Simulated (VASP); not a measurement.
# Os (P6_3/mmc) in VASP: a series of runs

Runs on Os. Level: PBE. Tasks: single point.

Program: VASP 6.6.1. These are calculated values, not measurements. Logs are shortened: lines on timing, memory, paths and dates and some standing lists are left out, and cuts for length are marked.

## Step 1: The cell of the first run

The structure is hexagonal, space group P6_3/mmc (No. 194). The conventional cell has a = 2.756 Å, b = 2.756 Å, c = 4.343 Å, α = 90.00°, β = 90.00°, γ = 120.00°. Os (site symmetry -6m2) has 12 Os at 2.69 to 2.76 Å within 3.5 Å.

## Step 2: Single point, PBE

INCAR

```
ALGO = Normal
EDIFF = 1E-7
ENCUT = 520
GGA = PE
ISIF = 2
ISMEAR = -1
LASPH = True
LCHARG = False
LREAL = False
LWAVE = False
NBANDS = 15
NELM = 100
PREC = Accurate
SIGMA = 0.1
```

KPOINTS

```
k-points
0
Gamma
  13 13 7
```

POSCAR

```
Os
1.0
    2.7559294133      0.0000000000      0.0000000000
   -1.3779647066      2.3867048830      0.0000000000
    0.0000000000      0.0000000000      4.3426533301
Os
2
Direct
    0.3333333333      0.6666666667      0.2500000000
    0.6666666667      0.3333333333      0.7500000000
```

Potentials or basis: VASP PAW PBE potentials, release 64 (Os).

Started as:

```
$ cat potpaw_PBE.64/Os/POTCAR > POTCAR
$ mpirun -np 1 vasp_std > vasp.out
```

OUTCAR:

```text
EDIFF = 1E-7
   ENCUT = 520
   GGA = PE
   ISIF = 2
   ISMEAR = -1
   LASPH = True
   LREAL = False
   NELM = 100
   PREC = Accurate

 ion  position               nearest neighbor table
   1  0.333  0.667  0.250-   2 2.69   2 2.69   2 2.69   2 2.69   2 2.69   2 2.69
   2  0.667  0.333  0.750-   1 2.69   1 2.69   1 2.69   1 2.69   1 2.69   1 2.69

  LATTYP: Found a hexagonal cell.
 ALAT       =     2.7559294133
 C/A-ratio  =     1.5757491136

  Lattice vectors:

 A1 = (   2.7559294133,   0.0000000000,   0.0000000000)
 A2 = (  -1.3779647066,   2.3867048830,   0.0000000000)
 A3 = (   0.0000000000,   0.0000000000,   4.3426533301)

Analysis of symmetry for initial positions (statically):
=====================================================================
 Subroutine PRICEL returns:
 Original cell was already a primitive cell.

 Routine SETGRP: Setting up the symmetry group for a
 hexagonal supercell.

 Subroutine GETGRP returns: Found 24 space group operations
 (whereof 12 operations were pure point group operations)
 out of a pool of 24 trial point group operations.

The static configuration has the point symmetry D_3d.
 The point group associated with its full space group is D_6h.

Analysis of symmetry for dynamics (positions and initial velocities):
=====================================================================
 Subroutine PRICEL returns:
 Original cell was already a primitive cell.

 Routine SETGRP: Setting up the symmetry group for a
 hexagonal supercell.

 Subroutine GETGRP returns: Found 24 space group operations
 (whereof 12 operations were pure point group operations)
 out of a pool of 24 trial point group operations.

The dynamic configuration has the point symmetry D_3d.
 The point group associated with its full space group is D_6h.

 Subroutine INISYM returns: Found 24 space group operations
 (whereof 12 operations are pure point group operations),
 and found     1 'primitive' translations

----------------------------------------------------------------------------------------

                                     Primitive cell

  volume of cell :      28.5642

  direct lattice vectors                    reciprocal lattice vectors
     2.755929413  0.000000000  0.000000000     0.362853996  0.209493852  0.000000000
    -1.377964707  2.386704883  0.000000000     0.000000000  0.418987704  0.000000000
     0.000000000  0.000000000  4.342653330     0.000000000  0.000000000  0.230273965

  length of vectors
     2.755929413  2.755929413  4.342653330     0.418987704  0.418987704  0.230273965

  position of ions in fractional coordinates (direct lattice)
     0.333333333  0.666666667  0.250000000
     0.666666667  0.333333333  0.750000000

  ion indices of the primitive-cell ions
   primitive index   ion index
                 1           1
                 2           2

----------------------------------------------------------------------------------------

 KPOINTS: k-points

Automatic generation of k-mesh.
 Grid dimensions read from file:
 generate k-points for:   13   13    7

 Generating k-lattice:

  Cartesian coordinates                     Fractional coordinates (reciprocal lattice)
     0.027911846  0.016114912  0.000000000     0.076923077  0.000000000  0.000000000
     0.000000000  0.032229823  0.000000000     0.000000000  0.076923077  0.000000000
     0.000000000  0.000000000  0.032896281     0.000000000  0.000000000  0.142857143

  Length of vectors
     0.032229823  0.032229823  0.032896281

  Shift w.r.t. Gamma in fractional coordinates (k-lattice)
     0.000000000  0.000000000  0.000000000

 Subroutine IBZKPT returns following result:
 ===========================================

 Found     84 irreducible k-points:

 Following reciprocal coordinates:
            Coordinates               Weight
  0.000000  0.000000  0.000000      1.000000
  0.076923  0.000000  0.000000      6.000000
  0.153846 -0.000000  0.000000      6.000000
  0.230769  0.000000  0.000000      6.000000
  0.307692 -0.000000  0.000000      6.000000
  0.384615  0.000000  0.000000      6.000000
[... 16 lines left out ...]
  0.076923  0.000000  0.142857     12.000000
  0.153846 -0.000000  0.142857     12.000000
 [... further k-points ...]
   k-points           NKPTS =     84   k-points in BZ     NKDIM =     84   number of bands    NBANDS=     15
   number of dos      NEDOS =    301   number of ions     NIONS =      2
   total plane-waves  NPLWV =  12800
   dimension x,y,z NGX =    20 NGY =   20 NGZ =   32
   dimension x,y,z NGXF=    40 NGYF=   40 NGZF=   64
   ions per type =               2
   NGX,Y,Z   is equivalent  to a cutoff of  12.06, 12.06, 12.25 a.u.
   NGXF,Y,Z  is equivalent  to a cutoff of  24.13, 24.13, 24.50 a.u.
 SYSTEM =  unknown system
   PREC   = accura    normal or accurate (medium, high low for compatibility)
   ISTART =      0    job   : 0-new  1-cont  2-samecut
   ICHARG =      2    charge: 1-file 2-atom 10-const
   ISPIN  =      1    spin polarized calculation?
   LNONCOLLINEAR =      F non collinear calculations
   LSORBIT =      F    spin-orbit coupling
   LASPH  =      T    aspherical Exc in radial PAW
   ENCUT  =  520.0 eV  38.22 Ry    6.18 a.u.   5.12  5.12  8.07*2*pi/ulx,y,z
   NELM   =    100;   NELMIN=  2; NELMDL= -5     # of ELM steps
   EDIFF  = 0.1E-06   stopping-criterion for ELM
   LREAL  =      F    real-space projection
   EDIFFG = 0.1E-05   stopping-criterion for IOM
   NSW    =      0    number of steps for IOM
   IBRION =     -1    ionic relax: 0-MD 1-quasi-New 2-CG
   NFREE  =      0    steps in history (QN), initial steepest desc. (CG)
   ISIF   =      2    stress and relaxation
   ISYM   =      2    0-nonsym 1-usesym 2-fastsym
   POTIM  = 0.5000    time-step for ionic-motion
   TEBEG  =    0.0;   TEEND  =   0.0 temperature during run
   PSTRESS=    0.0 pullay stress
   NELECT =      16.0000    total number of electrons
   NUPDOWN=      -1.0000    fix difference up-down
   EMIN   =  10.00;   EMAX   =-10.00  energy-range for DOS
   EFERMI =   0.00;   METHOD = LEGACY
   ISMEAR =    -1;   SIGMA  =   0.10  broadening in eV -4-tet -1-fermi 0-gaus
   EFERMI_NEDOS =   21; number of points for ismear=-14 and -15
   IALGO  =     38    algorithm
   IMIX   =      4    mixing-type and parameters
     AMIX     =   0.40;   BMIX     =  1.00
     AMIX_MAG =   1.60;   BMIX_MAG =  1.00
  volume/ion in A,a.u.               =      14.28        96.38
  Fermi-wavevector in a.u.,A,eV,Ry     =   1.349504  2.550193 24.778399  1.821161
  Thomas-Fermi vector in A             =   2.477085
   LORBIT       =      0    0 simple, 1 ext, 2 COOP (PROOUT), +10 PAW based schemes
   GGA     = PE    functional components
   LHFCALC =     F    Hartree Fock is set to
   AEXX    =    0.0000 exact exchange contribution
   IVDW    =     0    specifies the selected vdW correction
   LEPSILON=     F    determine dielectric tensor
   LRPA    =     F    only Hartree local field effects (RPA)
 non-spin polarized calculation
  energy-cutoff  :      520.00
  volume of cell :       28.56
 maximum number of plane-waves:       782
   NGX = 11   NGY = 11   NGZ = 17

 number of electron      15.9999999 magnetization

 Free energy of the ion-electron system (eV)
  ---------------------------------------------------
  ext. energy  EPLUGINS =         0.00000000
  ---------------------------------------------------
  free energy    TOTEN  =       -22.51910006 eV

  energy without entropy =      -22.47917110  energy(sigma->0) =      -22.49913558

 E-fermi :   9.2234     XC(G=0): -13.9376

 val. band max:        9.2133211585   @ k =   0.3077   0.3077   0.2857
 cond. band min:       9.3131838175   @ k =   0.3846   0.2308   0.2857
 fundamental gap:      0.0998626590
 Fermi energy:         9.2233660395

 k-point     1 :       0.0000    0.0000    0.0000
  band No.  band energies     occupation
      1      -1.6002      2.00000
      2       1.5615      2.00000
      3       6.1907      2.00000
      4       6.1907      2.00000
      5       6.4686      2.00000
      6       7.0110      2.00000
      7       7.0110      2.00000
      8       7.6163      2.00000
      9       7.6163      2.00000
     10       9.2108      1.06299
     11      10.7909      0.00000
     12      10.7909      0.00000
     13      18.0167      0.00000
     14      23.1816      0.00000
     15      25.9210      0.00000

 k-point     2 :       0.0769    0.0000    0.0000
  band No.  band energies     occupation
      1      -1.3671      2.00000
      2       1.7669      2.00000
      3       5.7641      2.00000
      4       6.3950      2.00000
      5       6.8097      2.00000
      6       6.9028      2.00000
      7       7.2012      2.00000
      8       7.3130      2.00000
      9       7.4540      2.00000
     10       8.3167      1.99977
     11      10.9030      0.00000
     12      12.0569      0.00000
     13      17.9952      0.00000
     14      23.6531      0.00000
     15      26.2180      0.00000

 k-point     3 :       0.1538   -0.0000    0.0000
  band No.  band energies     occupation
      1      -0.7049      2.00000
      2       2.2964      2.00000
      3       5.1960      2.00000
      4       6.2115      2.00000
      5       6.5153      2.00000
      6       6.9926      2.00000
      7       7.0617      2.00000
      8       7.4249      2.00000
      9       7.7064      2.00000
     10       7.7541      2.00000
     11      11.1542      0.00000
     12      13.9981      0.00000
     13      17.8823      0.00000
     14      24.6835      0.00000
     15      26.7275      0.00000
[... 343 lines left out ...]
 k-point    23 :       0.0769    0.0000    0.1429
  band No.  band energies     occupation
      1      -1.1241      2.00000
      2       1.8013      2.00000
      3       5.7331      2.00000
      4       6.2160      2.00000
      5       6.4498      2.00000
      6       6.5640      2.00000
      7       7.0259      2.00000
      8       7.7353      2.00000
      9       7.8739      2.00000
     10       8.0964      1.99997
     11      10.9057      0.00000
     12      11.6691      0.00000
     13      19.1498      0.00000
     14      23.2203      0.00000
     15      26.4348      0.00000

 k-point    24 :       0.1538   -0.0000    0.1429
  band No.  band energies     occupation
      1      -0.4805      2.00000
      2       2.3543      2.00000
      3       5.2279      2.00000
      4       5.7134      2.00000
      5       6.3678      2.00000
      6       6.5996      2.00000
      7       7.2891      2.00000
      8       7.4587      2.00000
      9       7.8209      2.00000
     10       8.1260      1.99997
     11      11.1061      0.00000
     12      13.1771      0.00000
     13      19.1414      0.00000
     14      24.3501      0.00000
     15      26.3918      0.00000

 [... further k-points ...]

------------------------ aborting loop because EDIFF is reached ----------------------------------------

  FORCE on cell =-STRESS in cart. coord.  units (eV):
  Direction    XX          YY          ZZ          XY          YZ          ZX
  --------------------------------------------------------------------------------------
  -------------------------------------------------------------------------------------
  Total       -0.0271325     -0.0271325     -0.0452496     -0.0000000      0.0000000      0.0000000
  in kB       -1.5218734     -1.5218734     -2.5380686     -0.0000000      0.0000000      0.0000000
  external PRESSURE =      -1.8606051 kB  Pullay stress =       0.0000000 kB

 VOLUME and BASIS-vectors are now :
 -----------------------------------------------------------------------------
  energy-cutoff  :      520.00
  volume of cell :       28.56
      direct lattice vectors                 reciprocal lattice vectors
     2.755929413  0.000000000  0.000000000     0.362853996  0.209493852  0.000000000
    -1.377964707  2.386704883  0.000000000     0.000000000  0.418987704  0.000000000
     0.000000000  0.000000000  4.342653330     0.000000000  0.000000000  0.230273965

 POSITION                                       TOTAL-FORCE (eV/Angst)
 -----------------------------------------------------------------------------------
     -0.00000      1.59114      1.08566         0.000000      0.000000      0.000000
      1.37796      0.79557      3.25699        -0.000000     -0.000000      0.000000
 -----------------------------------------------------------------------------------
    total drift:                               -0.000000      0.000000     -0.000000

  FREE ENERGIE OF THE ION-ELECTRON SYSTEM (eV)
  ---------------------------------------------------
  free  energy   TOTEN  =       -22.5191000640 eV

  energy  without entropy=      -22.4791710979  energy(sigma->0) =      -22.49913558
```

Run time: 13 s. Hardware: 1 thread of Intel Xeon 6975P-C (Granite Rapids), shared host; peak memory 0.15 GiB.

Results:

```yaml
Free_energy: -22.5191 eV
Pressure: -0.2 GPa
Band_gap_on_the_k_mesh: zero (band 8 reaches 11.15 eV, above the bottom of band 9 at 7.45 eV)
```

Stress tensor (GPa, compression positive):
```
-0.15  0.00  0.00
 0.00 -0.15  0.00
 0.00  0.00 -0.25
```

Caveat: spin-orbit coupling is left out, which moves the levels of the heavy elements.

## Step 3: Single point, PBE

INCAR

```
SYSTEM = Os
PREC = Accurate
ENCUT = 520
EDIFF = 1E-7
ISMEAR = -1
SIGMA = 0.01
LREAL = .False.
LASPH = .True.
NELM = 60
ALGO = Normal
ISIF = 2
LWAVE = .False.
LCHARG = .True.
GGA = PE
LELF = .True.
LVHAR = .True.
NBANDS = 15
```

KPOINTS

```
regular mesh
0
Gamma
  13 13 7
  0 0 0
```

POSCAR is that of step 2.

Potentials or basis: VASP PAW PBE potentials, release 64 (Os).

Started as:

```
$ cat potpaw_PBE.64/Os/POTCAR > POTCAR
$ mpirun -np 1 vasp_std > vasp.out
```

Run time: 13 s. Hardware: 1 thread of Intel Xeon 6975P-C (Granite Rapids), shared host; peak memory 0.15 GiB.

Results (log left out):

```yaml
Free_energy: -22.5004 eV
Pressure: -0.4 GPa
Band_gap_on_the_k_mesh: zero (band 8 reaches 11.15 eV, above the bottom of band 9 at 7.46 eV)
```

Stress tensor (GPa, compression positive):
```
-0.25  0.00  0.00
 0.00 -0.25  0.00
 0.00  0.00 -0.66
```

Levels at points of the mesh, in eV from the Fermi level:
| k point | band 6 | band 7 | band 8 | band 9 | band 10 | band 11 |
| --- | --- | --- | --- | --- | --- | --- |
| (0.00, 0.00, 0.00) | -2.19 | -2.19 | -1.58 | -1.58 | 0.01 | 1.59 |

Caveat: spin-orbit coupling is left out, which moves the levels of the heavy elements.
